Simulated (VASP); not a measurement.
# NbP (F-43m) in VASP: relaxation of cell and atoms with r2SCAN

Aim: the relaxation of cell and atoms of NbP with r2SCAN.

Program: VASP 6.6.1. These are calculated values, not measurements. Logs are shortened: lines on timing, memory, paths and dates and some standing lists are left out, and cuts for length are marked.

### 1 The cell of the first run

Symmetry: F-43m, No. 216, cubic system. Conventional cell: a = 5.577 Å, b = 5.577 Å, c = 5.577 Å, α = 90.00°, β = 90.00°, γ = 90.00°. Within 3.2 Å of Nb (site symmetry -43m) lie 4 P at 2.41 Å. Within 3.2 Å of P (site symmetry -43m) lie 4 Nb at 2.41 Å.

### 2 Relaxation of cell and atoms, r2SCAN

File POSCAR:

```
NbP
1.0
    0.0000000000      2.7885060527      2.7885060527
    2.7885060527      0.0000000000      2.7885060527
    2.7885060527      2.7885060527      0.0000000000
Nb P
1 1
Direct
    0.0000000000      0.0000000000      0.0000000000
    0.2500000000      0.2500000000      0.2500000000
```

File INCAR.step1:

```
PREC = Accurate
ENCUT = 600
ISMEAR = 0
SIGMA = 0.1
LREAL = False
LASPH = True
NELM = 80
GGA = PE
ALGO = Normal
EDIFF = 1E-4
LWAVE = True
LCHARG = False
```

File INCAR.step2:

```
PREC = Accurate
ENCUT = 600
EDIFF = 1E-7
ISMEAR = 0
SIGMA = 0.1
LREAL = False
LASPH = True
NELM = 80
ALGO = Normal
ISIF = 3
LWAVE = False
LCHARG = False
METAGGA = R2SCAN
LMIXTAU = True
IBRION = 2
NSW = 100
EDIFFG = -0.01
ISTART = 1
```

File KPOINTS:

```
regular mesh
0
Gamma
  14 14 14
```

Potentials or basis: VASP PAW PBE potentials, release 64 (Nb_sv, P).

On the command line:

```
cat potpaw_PBE.64/Nb_sv/POTCAR potpaw_PBE.64/P/POTCAR > POTCAR
cp INCAR.step1 INCAR
mpirun -np 1 vasp_std > vasp.out
cp INCAR.step2 INCAR
mpirun -np 1 vasp_std > vasp.out
```

OUTCAR:

```text
PREC = Accurate
   ENCUT = 600
   EDIFF = 1E-7
   ISMEAR = 0
   LREAL = False
   LASPH = True
   NELM = 80
   ISIF = 3
   METAGGA = R2SCAN
   IBRION = 2
   NSW = 100
   EDIFFG = -0.01
   ISTART = 1

 ion  position               nearest neighbor table
   1  0.000  0.000  0.000-   2 2.41   2 2.41   2 2.41   2 2.41
   2  0.250  0.250  0.250-   1 2.41   1 2.41   1 2.41   1 2.41

  LATTYP: Found a face centered cubic cell.
 ALAT       =     5.5770121054

  Lattice vectors:

 A1 = (   0.0000000000,   2.7885060527,   2.7885060527)
 A2 = (   2.7885060527,   0.0000000000,   2.7885060527)
 A3 = (   2.7885060527,   2.7885060527,   0.0000000000)

Analysis of symmetry for initial positions (statically):
=====================================================================
 Subroutine PRICEL returns:
 Original cell was already a primitive cell.

 Routine SETGRP: Setting up the symmetry group for a
 face centered cubic supercell.

 Subroutine GETGRP returns: Found 24 space group operations
 (whereof 24 operations were pure point group operations)
 out of a pool of 48 trial point group operations.

The static configuration has the point symmetry T_d .

Analysis of symmetry for dynamics (positions and initial velocities):
=====================================================================
 Subroutine PRICEL returns:
 Original cell was already a primitive cell.

 Routine SETGRP: Setting up the symmetry group for a
 face centered cubic supercell.

 Subroutine GETGRP returns: Found 24 space group operations
 (whereof 24 operations were pure point group operations)
 out of a pool of 48 trial point group operations.

The dynamic configuration has the point symmetry T_d .

 Subroutine INISYM returns: Found 24 space group operations
 (whereof 24 operations are pure point group operations),
 and found     1 'primitive' translations

----------------------------------------------------------------------------------------

                                     Primitive cell

  volume of cell :      43.3655

  direct lattice vectors                    reciprocal lattice vectors
     0.000000000  2.788506053  2.788506053    -0.179307482  0.179307482  0.179307482
     2.788506053  0.000000000  2.788506053     0.179307482 -0.179307482  0.179307482
     2.788506053  2.788506053  0.000000000     0.179307482  0.179307482 -0.179307482

  length of vectors
     3.943543078  3.943543078  3.943543078     0.310569670  0.310569670  0.310569670

  position of ions in fractional coordinates (direct lattice)
     0.000000000  0.000000000  0.000000000
     0.250000000  0.250000000  0.250000000

  ion indices of the primitive-cell ions
   primitive index   ion index
                 1           1
                 2           2

----------------------------------------------------------------------------------------

 KPOINTS: regular mesh

Automatic generation of k-mesh.
 Grid dimensions read from file:
 generate k-points for:   14   14   14

 Generating k-lattice:

  Cartesian coordinates                     Fractional coordinates (reciprocal lattice)
    -0.012807677  0.012807677  0.012807677     0.071428571  0.000000000  0.000000000
     0.012807677 -0.012807677  0.012807677     0.000000000  0.071428571  0.000000000
     0.012807677  0.012807677 -0.012807677     0.000000000  0.000000000  0.071428571

  Length of vectors
     0.022183548  0.022183548  0.022183548

  Shift w.r.t. Gamma in fractional coordinates (k-lattice)
     0.000000000  0.000000000  0.000000000

 Subroutine IBZKPT returns following result:
 ===========================================

 Found    104 irreducible k-points:

 Following reciprocal coordinates:
            Coordinates               Weight
  0.000000  0.000000  0.000000      1.000000
  0.071429  0.000000  0.000000      8.000000
  0.142857  0.000000  0.000000      8.000000
  0.214286  0.000000  0.000000      8.000000
  0.285714  0.000000  0.000000      8.000000
  0.357143  0.000000  0.000000      8.000000
[... 16 lines left out ...]
  0.214286  0.142857  0.000000     24.000000
  0.285714  0.142857  0.000000     24.000000
 [... further k-points ...]
   k-points           NKPTS =    104   k-points in BZ     NKDIM =    104   number of bands    NBANDS=     13
   number of dos      NEDOS =    301   number of ions     NIONS =      2
   total plane-waves  NPLWV =  32768
   dimension x,y,z NGX =    32 NGY =   32 NGZ =   32
   dimension x,y,z NGXF=    64 NGYF=   64 NGZF=   64
   ions per type =               1   1
   NGX,Y,Z   is equivalent  to a cutoff of  13.49, 13.49, 13.49 a.u.
   NGXF,Y,Z  is equivalent  to a cutoff of  26.98, 26.98, 26.98 a.u.
 SYSTEM =  unknown system
   PREC   = accura    normal or accurate (medium, high low for compatibility)
   ISTART =      1    job   : 0-new  1-cont  2-samecut
   ICHARG =      0    charge: 1-file 2-atom 10-const
   ISPIN  =      1    spin polarized calculation?
   LNONCOLLINEAR =      F non collinear calculations
   LSORBIT =      F    spin-orbit coupling
   LASPH  =      T    aspherical Exc in radial PAW
   ENCUT  =  600.0 eV  44.10 Ry    6.64 a.u.   7.88  7.88  7.88*2*pi/ulx,y,z
   NELM   =     80;   NELMIN=  2; NELMDL=  0     # of ELM steps
   EDIFF  = 0.1E-06   stopping-criterion for ELM
   LREAL  =      F    real-space projection
   EDIFFG = -.1E-01   stopping-criterion for IOM
   NSW    =    100    number of steps for IOM
   IBRION =      2    ionic relax: 0-MD 1-quasi-New 2-CG
   NFREE  =      1    steps in history (QN), initial steepest desc. (CG)
   ISIF   =      3    stress and relaxation
   ISYM   =      2    0-nonsym 1-usesym 2-fastsym
   POTIM  = 0.5000    time-step for ionic-motion
   TEBEG  =    0.0;   TEEND  =   0.0 temperature during run
   PSTRESS=    0.0 pullay stress
   NELECT =      18.0000    total number of electrons
   NUPDOWN=      -1.0000    fix difference up-down
   EMIN   =  10.00;   EMAX   =-10.00  energy-range for DOS
   EFERMI =   0.00;   METHOD = LEGACY
   ISMEAR =     0;   SIGMA  =   0.10  broadening in eV -4-tet -1-fermi 0-gaus
   EFERMI_NEDOS =   21; number of points for ismear=-14 and -15
   IALGO  =     38    algorithm
   IMIX   =      4    mixing-type and parameters
     AMIX     =   0.40;   BMIX     =  1.00
     AMIX_MAG =   1.60;   BMIX_MAG =  1.00
  volume/ion in A,a.u.               =      21.68       146.32
  Fermi-wavevector in a.u.,A,eV,Ry     =   1.221192  2.307719 20.290515  1.491311
  Thomas-Fermi vector in A             =   2.356383
   LORBIT       =      0    0 simple, 1 ext, 2 COOP (PROOUT), +10 PAW based schemes
   METAGGA = R2SCAN    functional components
   LHFCALC =     F    Hartree Fock is set to
   AEXX    =    0.0000 exact exchange contribution
   IVDW    =     0    specifies the selected vdW correction
   LEPSILON=     F    determine dielectric tensor
   LRPA    =     F    only Hartree local field effects (RPA)
 conjugate gradient relaxation of ions
 non-spin polarized calculation
 Gauss-broadening in eV      SIGMA  =   0.10
  energy-cutoff  :      600.00
  volume of cell :       43.37
 maximum number of plane-waves:      1464
   NGX = 15   NGY = 15   NGZ = 15

--------------------------------------- Ionic step        1  -------------------------------------------

 number of electron      18.0000000 magnetization

 Free energy of the ion-electron system (eV)
  ---------------------------------------------------
  ext. energy  EPLUGINS =         0.00000000
  ---------------------------------------------------
  free energy    TOTEN  =       -34.16289886 eV

  energy without entropy =      -34.15190974  energy(sigma->0) =      -34.15740430

------------------------ aborting loop because EDIFF is reached ----------------------------------------

  FORCE on cell =-STRESS in cart. coord.  units (eV):
  Direction    XX          YY          ZZ          XY          YZ          ZX
  --------------------------------------------------------------------------------------
  -------------------------------------------------------------------------------------
  Total       -0.1769726     -0.1769726     -0.1769726      0.0000000      0.0000000      0.0000000
  in kB       -6.5384038     -6.5384038     -6.5384038      0.0000000      0.0000000      0.0000000
  external PRESSURE =      -6.5384038 kB  Pullay stress =       0.0000000 kB

 VOLUME and BASIS-vectors are now :
 -----------------------------------------------------------------------------
  energy-cutoff  :      600.00
  volume of cell :       43.37
      direct lattice vectors                 reciprocal lattice vectors
     0.000000000  2.788506053  2.788506053    -0.179307482  0.179307482  0.179307482
     2.788506053  0.000000000  2.788506053     0.179307482 -0.179307482  0.179307482
     2.788506053  2.788506053  0.000000000     0.179307482  0.179307482 -0.179307482
[... 37 lines left out ...]
 POSITION                                       TOTAL-FORCE (eV/Angst)
 -----------------------------------------------------------------------------------
      5.55320      5.55320      5.55320         0.000000      0.000000      0.000000
      1.38830      1.38830      1.38830        -0.000000     -0.000000     -0.000000
 -----------------------------------------------------------------------------------
    total drift:                               -0.000000     -0.000000     -0.000000

  FREE ENERGIE OF THE ION-ELECTRON SYSTEM (eV)
  ---------------------------------------------------
  free  energy   TOTEN  =       -34.1626119923 eV

  energy  without entropy=      -34.1518399091  energy(sigma->0) =      -34.15722595

--------------------------------------- Ionic step        3  -------------------------------------------

 number of electron      18.0000000 magnetization

 Free energy of the ion-electron system (eV)
  ---------------------------------------------------
  ext. energy  EPLUGINS =         0.00000000
  ---------------------------------------------------
  free energy    TOTEN  =       -34.16340842 eV

  energy without entropy =      -34.15251625  energy(sigma->0) =      -34.15796234

 E-fermi :   7.1685     XC(G=0): -10.9134

 val. band max:        7.1402498044   @ k =  -0.2143   0.3571   0.1429
 cond. band min:       7.1707886521   @ k =  -0.2857   0.3571   0.0714
 fundamental gap:      0.0305388476
 Fermi energy:         7.1685281304

 k-point     1 :       0.0000    0.0000    0.0000
  band No.  band energies     occupation
      1     -50.0400      2.00000
      2     -25.4076      2.00000
      3     -25.4076      2.00000
      4     -25.4076      2.00000
      5      -4.9406      2.00000
      6       3.0446      2.00000
      7       3.0446      2.00000
      8       3.0446      2.00000
      9       7.2182      0.48261
     10       7.2182      0.48261
     11      10.4280      0.00000
     12      13.0728      0.00000
     13      13.0728      0.00000

 k-point     2 :       0.0714    0.0000    0.0000
  band No.  band energies     occupation
      1     -50.0397      2.00000
      2     -25.4131      2.00000
      3     -25.4084      2.00000
      4     -25.4084      2.00000
      5      -4.8894      2.00000
      6       2.9824      2.00000
      7       3.0760      2.00000
      8       3.0760      2.00000
      9       7.1900      0.76142
     10       7.1900      0.76142
     11      10.5985      0.00000
[... 339 lines left out ...]
 k-point    24 :       0.2857    0.1429    0.0000
  band No.  band energies     occupation
      1     -50.0361      2.00000
      2     -25.4632      2.00000
      3     -25.4226      2.00000
      4     -25.4218      2.00000
      5      -4.3055      2.00000
      6       2.4493      2.00000
      7       3.4464      2.00000
      8       3.5010      2.00000
      9       6.5513      2.00000
     10       7.5829      0.00000
     11      10.3541      0.00000
     12      11.5242      0.00000
     13      12.3759      0.00000

 [... further k-points ...]
[... 5 lines left out ...]
  --------------------------------------------------------------------------------------
  -------------------------------------------------------------------------------------
  Total        0.0011358      0.0011358      0.0011358      0.0000000      0.0000000      0.0000000
  in kB        0.0422018      0.0422018      0.0422018      0.0000000      0.0000000      0.0000000
  external PRESSURE =       0.0422018 kB  Pullay stress =       0.0000000 kB

 VOLUME and BASIS-vectors are now :
 -----------------------------------------------------------------------------
  energy-cutoff  :      600.00
  volume of cell :       43.12
      direct lattice vectors                 reciprocal lattice vectors
     0.000000000  2.783200049  2.783200049    -0.179649321  0.179649321  0.179649321
     2.783200049  0.000000000  2.783200049     0.179649321 -0.179649321  0.179649321
     2.783200049  2.783200049 -0.000000000     0.179649321  0.179649321 -0.179649321

 POSITION                                       TOTAL-FORCE (eV/Angst)
 -----------------------------------------------------------------------------------
      0.00000      0.00000      0.00000         0.000000     -0.000000     -0.000000
      1.39160      1.39160      1.39160        -0.000000      0.000000      0.000000
 -----------------------------------------------------------------------------------
    total drift:                               -0.000000     -0.000000     -0.000000

  FREE ENERGIE OF THE ION-ELECTRON SYSTEM (eV)
  ---------------------------------------------------
  free  energy   TOTEN  =       -34.1634084168 eV

  energy  without entropy=      -34.1525162547  energy(sigma->0) =      -34.15796234

 reached required accuracy - stopping structural energy minimisation
```

Run time: 3.4 min. Hardware: 1 thread of Intel Xeon 6975P-C (Granite Rapids), shared host; peak memory 0.25 GiB.

Results:

| Quantity | Value |
| --- | --- |
| Free energy | -34.1634 eV |
| Relaxed volume | 21.56 Å³/atom |
| Relaxed cell | a = 3.936 Å, b = 3.936 Å, c = 3.936 Å, α = 60.00°, β = 60.00°, γ = 60.00° |
| Space group after relaxing (to 0.05 Å) | F-43m (No. 216) |
| Energy gained by relaxing | 0.3 meV/atom |
| Ionic steps | 3 |
| Pressure after relaxing | 0.0 GPa |
| Band gap on the k mesh | zero (band 9 reaches 7.73 eV, above the bottom of band 10 at 6.98 eV) |

Step by step:
```tsv
step	energy change (eV)	largest force (eV/Å)	pressure (GPa)	volume (Å³)
1	0.0000	0.0000	-0.65	43.37
2	0.0003	0.0000	0.84	42.81
3	-0.0005	0.0000	0.00	43.12
```

Final structure:
```
Nb P
1.0
     0.00000    2.78320    2.78320
     2.78320    0.00000    2.78320
     2.78320    2.78320    0.00000
Nb P
1 1
Direct
  0.00000 0.00000 0.00000
  0.25000 0.25000 0.25000
```

Caveat: the PAW data sets were made with another functional, which shifts forces and pressure a little.
